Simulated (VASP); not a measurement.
# In: relaxation of cell and atoms with revPBE

The system is In.

```xyz
1
Lattice="3.0451 0.0000 0.0000 0.0000 3.0451 0.0000 0.0000 0.0000 3.0451" Properties=species:S:1:pos:R:3 pbc="T T T"
In    0.0000    0.0000    0.0000
```

```json
{
  "Program": "VASP 6.6.1",
  "Task": "relaxation of cell and atoms",
  "Functional": "revPBE",
  "Potentials or basis": "VASP PAW PBE potentials, release 64 (In_d)",
  "Cutoff": "600 eV",
  "k mesh": "10 × 10 × 10",
  "Occupations": "fermi-dirac, width 0.1 eV",
  "Spin": "no spin polarisation",
  "Dipole correction": "no",
  "Further INCAR settings": "ALGO = Normal; EDIFF = 1e-07; IBRION = 2; EDIFFG = -0.01; NSW = 80; ISIF = 3"
}
```

```json
{"Relaxed volume": "30.60 Å³/atom", "Relaxed cell": "a = 3.128 Å, b = 3.128 Å, c = 3.128 Å, α = 90.00°, β = 90.00°, γ = 90.00°", "Space group after relaxing (to 0.05 Å)": "Pm-3m (No. 221)", "Energy gained by relaxing": "19.2 meV/atom", "Ionic steps": "3", "Pressure after relaxing": "0.0 GPa"}
```

Step by step:
```tsv
step	energy change (eV)	largest force (eV/Å)	pressure (GPa)	volume (Å³)
1	0.0000	0.0000	2.81	28.24
2	-0.0190	0.0000	0.27	30.31
3	-0.0192	0.0000	-0.02	30.60
```

Final structure:
```
CELL_PARAMETERS angstrom
3.12767 0.00000 0.00000
0.00000 3.12767 0.00000
0.00000 0.00000 3.12767
ATOMIC_POSITIONS crystal
In 0.00000 0.00000 0.00000
```

Levels at points of the mesh, in eV from the Fermi level:
| k point | band 2 | band 3 | band 4 | band 5 | band 6 | band 7 | band 8 | band 9 | band 10 |
| --- | --- | --- | --- | --- | --- | --- | --- | --- | --- |
| (0.00, 0.00, 0.00) | -14.95 | -14.36 | -14.36 | -14.36 | -8.65 | 6.88 | 6.88 | 6.88 | 9.94 |
| (0.50, 0.00, 0.00) | -14.53 | -14.52 | -14.52 | -14.35 | -5.35 | -3.15 | 9.68 | 9.68 | 12.30 |
| (0.50, 0.50, 0.00) | -14.71 | -14.50 | -14.50 | -14.19 | -1.90 | -0.57 | -0.57 | 3.77 | 12.84 |
| (0.50, 0.50, 0.50) | -14.72 | -14.72 | -14.18 | -14.18 | 1.94 | 1.94 | 1.94 | 2.10 | 6.88 |

Wall time 16 s on 1 thread of Intel(R) Xeon(R) Platinum 8559C (Emerald Rapids) (shared host), peak memory 0.13 GiB.

Caveat: the PAW data sets were made with another functional, which shifts forces and pressure a little; spin-orbit coupling is left out, which moves the levels of the heavy elements.
